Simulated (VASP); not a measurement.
Wanted: the native input for a VASP 6.6.1 run.

| Item | Value |
| --- | --- |
| Task | single point |
| Functional | r2SCAN |
| Potentials or basis | VASP PAW PBE potentials, release 64 (Mn_pv) |
| Cutoff | 520 eV |
| k mesh | 18 × 18 × 18 |
| Occupations | fermi-dirac, width 0.1 eV |
| Spin | no spin polarisation |
| Dipole correction | no |
| Further INCAR settings | ALGO = Normal; EDIFF = 1e-07; NBANDS = 12 |

The system is Mn.

```xyz
1
Lattice="-1.3227 1.3227 1.3227 1.3227 -1.3227 1.3227 1.3227 1.3227 -1.3227" Properties=species:S:1:pos:R:3 pbc="T T T"
Mn    0.0000    0.0000    0.0000
```

This isn't the form of Mn at room conditions, which is a 58-atom cubic cell.

One way to write it, as run:

POSCAR

```
Mn
1.0
   -1.3227084018      1.3227084018      1.3227084018
    1.3227084018     -1.3227084018      1.3227084018
    1.3227084018      1.3227084018     -1.3227084018
Mn
1
Direct
    0.0000000000      0.0000000000      0.0000000000
```

INCAR.step1

```
  PREC = Accurate
  ENCUT = 520
  ISMEAR = -1
  SIGMA = 0.1
  LREAL = F
  LASPH = T
  NELM = 80
  NBANDS = 12
  GGA = PE
  ALGO = Normal
  EDIFF = 1E-4
  LWAVE = T
  LCHARG = F
```

INCAR.step2

```
  PREC = Accurate
  ENCUT = 520
  EDIFF = 1E-7
  ISMEAR = -1
  SIGMA = 0.1
  LREAL = F
  LASPH = T
  NELM = 80
  ALGO = Normal
  ISIF = 2
  LWAVE = F
  LCHARG = T
  METAGGA = R2SCAN
  LMIXTAU = T
  LELF = T
  LVHAR = T
  NBANDS = 12
  ISTART = 1
```

KPOINTS

```
Automatic mesh
0
Gamma
  18 18 18
```

Potentials or basis: VASP PAW PBE potentials, release 64 (Mn_pv).

Run with:

```bash
$ cat potpaw_PBE.64/Mn_pv/POTCAR > POTCAR
$ cp INCAR.step1 INCAR
$ mpirun -np 1 vasp_std > vasp.out
$ cp INCAR.step2 INCAR
$ mpirun -np 1 vasp_std > vasp.out
```

Results of the run:

```json
{"Pressure": "51.7 GPa", "Band gap on the k mesh": "zero (an odd number of electrons rules out a gap without spin polarisation)"}
```

Caveat: the cell stands under pressure; the PAW data sets were made with another functional, which shifts forces and pressure a little; the run has no spin polarisation, though such a crystal can be magnetic.

Run time: 89 s on 1 thread of Intel Xeon 8259CL, with other jobs on the host, peak memory 0.14 GiB.
